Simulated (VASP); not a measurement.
Ge: single point with LDA

The system is Ge.

```xyz
8
Lattice="3.9658 0.0000 0.0000 -1.9829 3.4345 0.0000 0.0000 0.0000 13.0182" Properties=species:S:1:pos:R:3 pbc="T T T"
Ge    0.0000    0.0000    5.2960
Ge    0.0000    0.0000    7.7223
Ge    0.0000    0.0000   11.8051
Ge    0.0000    0.0000    1.2131
Ge    0.0000    2.2897    4.4802
Ge    1.9829    1.1448    8.5380
Ge    1.9829    1.1448   10.9894
Ge    0.0000    2.2897    2.0289
```

This isn't the form of Ge at room conditions, which is diamond.

```
Program                : VASP 6.6.1
Task                   : single point
Functional             : LDA
Potentials or basis    : VASP PAW LDA potentials, release 64 (Ge_d)
Cutoff                 : 520 eV
k mesh                 : 12 × 12 × 4
Occupations            : gaussian, width 0.1 eV
Spin                   : no spin polarisation
Dipole correction      : no
Further INCAR settings : ALGO = Normal; EDIFF = 1e-06; NBANDS = 66
```

```yaml
Pressure: 0.1 GPa
Band_gap_on_the_k_mesh: zero (bands 56 and 57 overlap by 0.01 eV)
```

Forces on the atoms (eV/Å):
```
Ge   0.000  0.000 -0.002
Ge   0.000  0.000  0.002
Ge   0.000  0.000 -0.002
Ge   0.000  0.000  0.002
Ge   0.000  0.000 -0.001
Ge   0.000  0.000  0.001
Ge   0.000  0.000 -0.001
Ge   0.000  0.000  0.001
```

Levels at points of the mesh, in eV from the Fermi level:
```csv
k point,band 53,band 54,band 55,band 56,band 57,band 58,band 59,band 60
"(0.00, 0.00, 0.00)",-0.89,-0.15,-0.01,0.02,0.02,0.04,0.46,0.79
"(0.50, 0.00, 0.00)",-2.50,-2.50,-1.90,-1.50,0.16,0.27,0.48,1.33
"(0.00, 0.00, 0.50)",-0.34,-0.34,-0.34,-0.34,0.13,0.13,1.16,1.16
"(0.50, 0.00, 0.50)",-2.71,-2.71,-1.86,-1.86,0.55,0.55,1.24,1.24
```

Wall time 7.5 min on 1 thread of Intel(R) Xeon(R) 6975P-C (Granite Rapids), on a shared host, peak memory 0.52 GiB.

Caveat: semilocal functionals underestimate gaps, so a narrow gap can read as zero.
